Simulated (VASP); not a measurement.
# Ti12H4C in VASP: a series of runs

Runs on Ti12H4C. Level: PBE+D3(BJ). Tasks: single point.

All numbers are computed with VASP 6.6.1; they aren't measurements. Logs are shortened: lines on timing, memory, paths and dates and some standing lists are left out, and cuts for length are marked.

**1. The cell of the first run**

The cell holds a slab with vacuum, 17 atoms: a = 5.710 Å, b = 5.710 Å, c = 24.467 Å, α = 90.00°, β = 90.00°, γ = 120.00°.

**2. Single point, PBE+D3(BJ)**

Input file INCAR:

```
PREC = Accurate ; ENCUT = 520
EDIFF = 1E-6 ; ISMEAR = 0
SIGMA = 0.1 ; LREAL = Auto
LASPH = True ; NELM = 60
ALGO = Normal ; ISIF = 2
LWAVE = False ; LCHARG = False
LDIPOL = True ; IDIPOL = 3
DIPOL = 0.5 0.5 0.482 ; GGA = PE
IVDW = 12 ; NBANDS = 90
```

Input file KPOINTS:

```
Automatic mesh
0
Gamma
  4 4 1
```

Input file POSCAR:

```
Ti12H4C
1.0
    5.7102790035      0.0000000000      0.0000000000
   -2.8551395017      4.9452466797      0.0000000000
    0.0000000000      0.0000000000     24.4671232825
Ti C H
12 1 4
Direct
    0.3333333333      0.1666666667      0.3269693747
    0.3333333333      0.6666666667      0.3269693747
    0.8333333333      0.1666666667      0.3269693747
    0.8333333333      0.6666666667      0.3269693747
    0.6649327247      0.3347581145      0.4192453829
    0.6650188788      0.8303916444      0.4189361800
    0.1695820791      0.3348356316      0.4189193419
    0.1666604565      0.8333310871      0.4142101979
    0.0050054454      0.5090726228      0.5085093619
    0.0059175398     -0.0061839346      0.5079199360
    0.5019952515      0.4970351127      0.5272602551
    0.4903081688     -0.0054922861      0.5085879233
    0.4981812796      0.5006601143      0.6336775064
    0.6647334013      0.6646043760      0.6093503705
    0.5929187658      0.4276720984      0.6627384142
    0.3874502680      0.5853561719      0.6543328955
    0.3512573623      0.3221508777      0.6092505393
```

Potentials or basis: VASP PAW PBE potentials, release 64 (Ti_sv, C, H).

Command:

```sh
> cat potpaw_PBE.64/Ti_sv/POTCAR potpaw_PBE.64/C/POTCAR potpaw_PBE.64/H/POTCAR > POTCAR
> mpirun -np 1 vasp_std > vasp.out
```

OUTCAR:

```text
PREC = Accurate
   ENCUT = 520
   EDIFF = 1E-6
   ISMEAR = 0
   LREAL = Auto
   LASPH = True
   NELM = 60
   ISIF = 2
   GGA = PE
   IVDW = 12
 IVDW          = 12

 ion  position               nearest neighbor table
   1  0.333  0.167  0.327-   8 2.70   7 2.78   5 2.79   2 2.86   2 2.86   3 2.86   3 2.86   4 2.86
                             4 2.86
   2  0.333  0.667  0.327-   8 2.70   6 2.78   7 2.78   1 2.86   1 2.86   4 2.86   4 2.86   3 2.86
                             3 2.86
   3  0.833  0.167  0.327-   7 2.80   6 2.80   5 2.80   4 2.86   4 2.86   1 2.86   1 2.86   2 2.86
                             2 2.86
   4  0.833  0.667  0.327-   8 2.70   6 2.79   5 2.79   3 2.86   3 2.86   2 2.86   2 2.86   1 2.86
                             1 2.86
   5  0.665  0.335  0.419-   9 2.76  12 2.76   1 2.79   4 2.79   3 2.80   7 2.83   6 2.83   8 2.86
                             8 2.86   6 2.88   7 2.88
   6  0.665  0.830  0.419-  10 2.75  12 2.76   2 2.78   4 2.79   3 2.80   7 2.83   5 2.83   8 2.86
                             8 2.86   5 2.88   7 2.88
   7  0.170  0.335  0.419-  10 2.75   9 2.76   2 2.78   1 2.78   3 2.80   5 2.83   6 2.83   8 2.86
                             8 2.86   6 2.88   5 2.88
   8  0.167  0.833  0.414-   4 2.70   1 2.70   2 2.70  10 2.79  12 2.81   9 2.81   6 2.86   5 2.86
                             7 2.86   7 2.86   6 2.86   5 2.86
   9  0.005  0.509  0.509-   5 2.76   7 2.76  10 2.77  12 2.77   8 2.81  11 2.88  11 2.91
  10  0.006  0.994  0.508-   6 2.75   7 2.75  12 2.76   9 2.77   8 2.79  11 2.89  11 2.90
  11  0.502  0.497  0.527-  12 2.87   9 2.88  10 2.89  10 2.90   9 2.91  12 2.91
  12  0.490  0.995  0.509-   5 2.76   6 2.76  10 2.76   9 2.77   8 2.81  11 2.87  11 2.91
  13  0.498  0.501  0.634-  16 1.09  15 1.09  14 1.12  17 1.12
  14  0.665  0.665  0.609-  13 1.12
  15  0.593  0.428  0.663-  13 1.09
  16  0.387  0.585  0.654-  13 1.09
  17  0.351  0.322  0.609-  13 1.12

  LATTYP: Found a hexagonal cell.
 ALAT       =     5.7102790035
 C/A-ratio  =     4.2847509320

  Lattice vectors:

 A1 = (   5.7102790035,   0.0000000000,   0.0000000000)
 A2 = (  -2.8551395017,   4.9452466797,   0.0000000000)
 A3 = (   0.0000000000,   0.0000000000,  24.4671232825)

Analysis of symmetry for initial positions (statically):
=====================================================================
 Subroutine PRICEL returns:
 Original cell was already a primitive cell.

 Routine SETGRP: Setting up the symmetry group for a
 hexagonal supercell.

 Subroutine GETGRP returns: Found  1 space group operations
 (whereof  1 operations were pure point group operations)
 out of a pool of 24 trial point group operations.

The static configuration has the point symmetry C_1 .

Analysis of symmetry for dynamics (positions and initial velocities):
=====================================================================
 Subroutine PRICEL returns:
[... 145 lines left out ...]
  volume/ion in A,a.u.               =      40.64       274.27
  Fermi-wavevector in a.u.,A,eV,Ry     =   0.988280  1.867578 13.288772  0.976697
  Thomas-Fermi vector in A             =   2.119795
   LORBIT       =      0    0 simple, 1 ext, 2 COOP (PROOUT), +10 PAW based schemes
   GGA     = PE    functional components
   LHFCALC =     F    Hartree Fock is set to
   AEXX    =    0.0000 exact exchange contribution
   IVDW    =    12    specifies the selected vdW correction
   LEPSILON=     F    determine dielectric tensor
   LRPA    =     F    only Hartree local field effects (RPA)
 non-spin polarized calculation
 Gauss-broadening in eV      SIGMA  =   0.10
  energy-cutoff  :      520.00
  volume of cell :      690.92
 maximum number of plane-waves:     18679
   NGX = 21   NGY = 21   NGZ = 91

 dipolmoment           0.000000      0.000000      0.646065 electrons x Angstroem

 number of electron     151.9999978 magnetization

 dipolmoment           0.000000      0.000000     -0.239639 electrons x Angstroem

 Free energy of the ion-electron system (eV)
  ---------------------------------------------------
  ext. energy  EPLUGINS =         0.00000000
  ---------------------------------------------------
  free energy    TOTEN  =      -110.70099298 eV

  energy without entropy =     -110.58567422  energy(sigma->0) =     -110.64333360

 E-fermi :   0.1685     XC(G=0):  -4.5983

 val. band max:        0.1379340637   @ k =   0.5000  -0.0000   0.0000
 cond. band min:       0.1697177554   @ k =  -0.2500   0.2500   0.0000
 fundamental gap:      0.0317836916
 Fermi energy:         0.1684665307

 k-point     1 :       0.0000    0.0000    0.0000
  band No.  band energies     occupation
      1     -56.7379      2.00000
      2     -56.6151      2.00000
      3     -56.5279      2.00000
      4     -56.5187      2.00000
      5     -56.4903      2.00000
      6     -56.4887      2.00000
[... 899 lines left out ...]
     87       1.0877      0.00000
     88       1.1192      0.00000
 [bands above 88 left out]

------------------------ aborting loop because EDIFF is reached ----------------------------------------

 vacuum level on the upper side and lower side of the slab       (xc-potential included)        -0.843         0.745

 Edisp (eV)   -5.44181

 E8    (eV) :    -2.6423

  FORCE on cell =-STRESS in cart. coord.  units (eV):
  Direction    XX          YY          ZZ          XY          YZ          ZX
  --------------------------------------------------------------------------------------
  -------------------------------------------------------------------------------------
  Total      -3.39961    -3.45493    -0.46140     0.00165    -0.01225     0.02636
  in kB      -7.88337    -8.01164    -1.06994     0.00383    -0.02840     0.06112
  external pressure =       -5.65 kB  Pullay stress =        0.00 kB

 VOLUME and BASIS-vectors are now :
 -----------------------------------------------------------------------------
  energy-cutoff  :      520.00
  volume of cell :      690.92
      direct lattice vectors                 reciprocal lattice vectors
     5.710279004  0.000000000  0.000000000     0.175122792  0.101107191  0.000000000
    -2.855139502  4.945246680  0.000000000     0.000000000  0.202214382  0.000000000
     0.000000000  0.000000000 24.467123283     0.000000000  0.000000000  0.040871172

 POSITION                                       TOTAL-FORCE (eV/Angst)
 -----------------------------------------------------------------------------------
      1.42757      0.82421      8.00000         0.013733      0.172729     -0.118261
     -0.00000      3.29683      8.00000         0.139719     -0.082363     -0.146521
      4.28271      0.82421      8.00000        -0.013363      0.009104      0.486008
      2.85514      3.29683      8.00000        -0.141919     -0.099570     -0.116720
      2.84117      1.65546     10.25773         0.021743     -0.008531     -0.005189
      1.42656      4.10649     10.25016        -0.001941      0.013393     -0.009662
[... 9 lines left out ...]
      0.54118      2.89473     16.00964        -0.030342      0.012474      0.015929
      1.08599      1.59312     14.90661        -0.011174     -0.023554     -0.015034
 -----------------------------------------------------------------------------------
    total drift:                               -0.004717      0.006646     -0.015153

  FREE ENERGIE OF THE ION-ELECTRON SYSTEM (eV)
  ---------------------------------------------------
  free  energy   TOTEN  =      -116.1428012843 eV

  energy  without entropy=     -116.0274825299  energy(sigma->0) =     -116.08514191

 vacuum level on the upper side and lower side of the slab         3.138         4.750
```

It took 26 min on 1 thread of Intel Xeon 6975P-C (Granite Rapids), shared host; peak memory 0.89 GiB.

Results:

- Free energy: -116.1428 eV
- Largest force: 0.486 eV/Å
- Band gap on the k mesh: zero (band 76 reaches 0.69 eV, above the bottom of band 77 at -0.04 eV)
- Dispersion energy per atom: -0.320 eV

Forces on the atoms (eV/Å):
```
Ti   0.014  0.173 -0.118
Ti   0.140 -0.082 -0.147
Ti  -0.013  0.009  0.486
Ti  -0.142 -0.100 -0.117
Ti   0.022 -0.009 -0.005
Ti  -0.002  0.013 -0.010
Ti  -0.017 -0.002 -0.005
Ti   0.004 -0.005 -0.007
Ti   0.001  0.007 -0.024
Ti   0.007 -0.005 -0.013
Ti  -0.008  0.007 -0.021
Ti  -0.004 -0.003 -0.021
C    0.008  0.005 -0.012
H    0.005  0.016 -0.011
H    0.028 -0.014  0.023
H   -0.030  0.012  0.016
H   -0.011 -0.024 -0.015
```

Levels at points of the mesh, in eV from the Fermi level:
```
           k point  band 76  band 77  band 78  band 79  band 80  band 81
(0.00, 0.00, 0.00)     0.52     0.57     0.58     0.72     0.73     0.82
(0.50, 0.00, 0.00)    -0.21    -0.12    -0.11    -0.03     0.02     0.10
(0.00, 0.50, 0.00)    -0.20    -0.12    -0.11    -0.03     0.02     0.11
(0.50, 0.50, 0.00)    -0.23    -0.12    -0.09    -0.04     0.01     0.08
```

**3. Single point, PBE+D3(BJ)**

This run uses another cell than the first one, of 40.53 Å³/atom, 0.997 times its volume.

Input file INCAR:

```
SYSTEM = Ti12H4C
PREC = Accurate
ENCUT = 520
EDIFF = 1E-7
ISMEAR = 0
SIGMA = 0.1
LREAL = Auto
LASPH = .True.
NELM = 80
ALGO = Normal
ISIF = 2
LWAVE = .False.
LCHARG = .False.
LDIPOL = .True.
IDIPOL = 3
DIPOL = 0.5 0.5 0.484
GGA = PE
IVDW = 12
NBANDS = 90
```

Input file KPOINTS:

```
regular mesh
0
Gamma
  4 4 1
  0 0 0
```

Input file POSCAR:

```
Ti12H4C
1.0
    5.7102790035      0.0000000000      0.0000000000
   -2.8551395017      4.9452466797      0.0000000000
    0.0000000000      0.0000000000     24.3975232825
Ti C H
12 1 4
Direct
    0.3333333333      0.1666666667      0.3279021361
    0.3333333333      0.6666666667      0.3279021361
    0.8333333333      0.1666666667      0.3279021361
    0.8333333333      0.6666666667      0.3279021361
    0.6650571439      0.3348369852      0.4201275488
    0.6647101217      0.8303980564      0.4202082621
    0.1694516525      0.3351566348      0.4202826550
    0.1662922162      0.8333225685      0.4153999354
    0.0040637089      0.5111100415      0.5098681068
    0.0033144903     -0.0042160924      0.5097183835
    0.4974026184      0.5014417198      0.5286981163
    0.4880085967     -0.0049190359      0.5097195203
    0.4990054104      0.4988616277      0.6353414139
    0.6628826390      0.6523074399      0.6604294914
    0.3348500271      0.3456894223      0.6604180553
    0.4133700194      0.6033475519      0.6106746246
    0.5842870852      0.3941829968      0.6107598989
```

Potentials or basis: VASP PAW PBE potentials, release 64 (Ti_sv, C, H).

Command:

```sh
> cat potpaw_PBE.64/Ti_sv/POTCAR potpaw_PBE.64/C/POTCAR potpaw_PBE.64/H/POTCAR > POTCAR
> mpirun -np 1 vasp_std > vasp.out
```

It took 27 min on 1 thread of Intel Xeon 6975P-C (Granite Rapids), shared host; peak memory 0.9 GiB.

The run converged. Its results:

| Item | Value |
| --- | --- |
| Free energy | -116.1462 eV |
| Largest force | 0.479 eV/Å |
| Band gap on the k mesh | zero (band 76 reaches 0.71 eV, above the bottom of band 77 at -0.03 eV) |
| Dispersion energy per atom | -0.320 eV |

Forces on the atoms (eV/Å):
```
Ti  -0.015  0.166 -0.133
Ti   0.144 -0.087 -0.122
Ti   0.012 -0.004  0.478
Ti  -0.150 -0.073 -0.142
Ti   0.004 -0.004 -0.003
Ti  -0.002  0.012 -0.003
Ti  -0.009 -0.009  0.000
Ti   0.010  0.002  0.010
Ti  -0.001 -0.008 -0.023
Ti  -0.006  0.003 -0.007
Ti   0.017 -0.002 -0.025
Ti   0.001  0.000 -0.023
C   -0.005  0.001 -0.001
H   -0.001  0.005  0.003
H   -0.004 -0.002  0.006
H   -0.004  0.003 -0.003
H    0.008 -0.003 -0.013
```

Levels at points of the mesh, in eV from the Fermi level:
```
           k point  band 74  band 75  band 76  band 77  band 78  band 79  band 80  band 81  band 82  band 83
(0.00, 0.00, 0.00)     0.34     0.36     0.53     0.57     0.58     0.72     0.72     0.82     0.89     0.89
(0.50, 0.00, 0.00)    -0.43    -0.29    -0.22    -0.12    -0.10    -0.03     0.02     0.08     0.15     0.30
(0.00, 0.50, 0.00)    -0.43    -0.29    -0.22    -0.12    -0.10    -0.03     0.02     0.09     0.15     0.30
(0.50, 0.50, 0.00)    -0.44    -0.30    -0.20    -0.11    -0.11    -0.04     0.02     0.11     0.15     0.30
```

**4. Single point, PBE+D3(BJ)**

Input file INCAR:

```
SYSTEM = Ti12H4C
PREC = Accurate ; ENCUT = 520
EDIFF = 1E-6 ; ISMEAR = 0
SIGMA = 0.1 ; LREAL = Auto
LASPH = .TRUE. ; NELM = 60
ALGO = Normal ; ISIF = 2
LWAVE = .FALSE. ; LCHARG = .FALSE.
LDIPOL = .TRUE. ; IDIPOL = 3
DIPOL = 0.5 0.5 0.483 ; GGA = PE
IVDW = 12 ; NBANDS = 90
```

Input file KPOINTS:

```
regular mesh
0
G
  4 4 1
  0 0 0
```

Input file POSCAR:

```
Ti12H4C
1.0
    5.7102790035      0.0000000000      0.0000000000
   -2.8551395017      4.9452466797      0.0000000000
    0.0000000000      0.0000000000     24.4375232825
Ti C H
12 1 4
Direct
    0.3333333333      0.1666666667      0.3273654170
    0.3333333333      0.6666666667      0.3273654170
    0.8333333333      0.1666666667      0.3273654170
    0.8333333333      0.6666666667      0.3273654170
    0.6651855028      0.3303535867      0.4194362068
    0.6648075646      0.8345631790      0.4194668043
    0.1665956917      0.3332052845      0.4147434704
    0.1694321288      0.8344008708      0.4196397173
    0.0044494430      0.4928097880      0.5090449857
    0.0032542606      0.0076053956      0.5089055060
    0.4888529103      0.4936475485      0.5089139233
    0.4996568857     -0.0035601241      0.5277268108
    0.5000813148      0.0002755475      0.6342170689
    0.4136245727     -0.1900074183      0.6096076760
    0.3352076199     -0.0050841797      0.6580808882
    0.6578233944      0.0049311406      0.6604573499
    0.5948890866      0.1904660797      0.6096612521
```

Command:

```sh
> cat potpaw_PBE.64/Ti_sv/POTCAR potpaw_PBE.64/C/POTCAR potpaw_PBE.64/H/POTCAR > POTCAR
> mpirun -np 1 vasp_std > vasp.out
```

Wall time 25 min (1 thread of Intel Xeon 6975P-C (Granite Rapids), shared host); peak memory 0.9 GiB.

Results (log left out):

| Quantity | Value |
| --- | --- |
| Free energy | -116.1459 eV |
| Largest force | 0.484 eV/Å |
| Band gap on the k mesh | zero (band 76 reaches 0.70 eV, above the bottom of band 77 at -0.03 eV) |
| Dispersion energy per atom | -0.320 eV |

Forces in eV/Å, atoms in the order of the input:
```
Ti   0.137 -0.096 -0.124
Ti  -0.006  0.170 -0.115
Ti  -0.134 -0.087 -0.135
Ti   0.005  0.014  0.484
Ti   0.001  0.021 -0.011
Ti   0.016 -0.011 -0.006
Ti   0.000 -0.005  0.004
Ti  -0.010 -0.010 -0.005
Ti   0.004 -0.002 -0.024
Ti   0.000 -0.001 -0.018
Ti  -0.009 -0.004 -0.030
Ti  -0.006  0.009 -0.014
C    0.007 -0.016  0.026
H   -0.003  0.002 -0.001
H    0.004  0.000 -0.007
H   -0.004 -0.001 -0.008
H   -0.002  0.018 -0.015
```

Levels at points of the mesh, in eV from the Fermi level:
```tsv
k point	band 75	band 76	band 77	band 78	band 79	band 80	band 81	band 82
(0.00, 0.00, 0.00)	0.36	0.53	0.57	0.58	0.72	0.73	0.82	0.89
(0.50, 0.00, 0.00)	-0.29	-0.22	-0.12	-0.10	-0.03	0.02	0.09	0.15
(0.00, 0.50, 0.00)	-0.30	-0.20	-0.11	-0.11	-0.04	0.02	0.11	0.15
(0.50, 0.50, 0.00)	-0.30	-0.22	-0.12	-0.10	-0.03	0.01	0.08	0.15
```

**5. The runs side by side**

| cell | gap on the mesh (eV) | largest force (eV/Å) |
| --- | --- | --- |
| a = 5.710, b = 5.710, c = 24.467 Å, angles 90.0, 90.0, 120.0°, 17 atoms | none | 0.49 |
| a = 5.710, b = 5.710, c = 24.398 Å, angles 90.0, 90.0, 120.0°, 17 atoms | none | 0.48 |
| a = 5.710, b = 5.710, c = 24.438 Å, angles 90.0, 90.0, 120.0°, 17 atoms | none | 0.48 |

Alike in all rows: task single point; level PBE+D3(BJ); potentials or basis VASP PAW PBE potentials, release 64 (Ti_sv, C, H); no spin polarisation; k mesh 4 × 4 × 1; cutoff (eV) 520; smearing gaussian 0.1 eV.

Absolute energies hang on the potentials; compare differences alone.
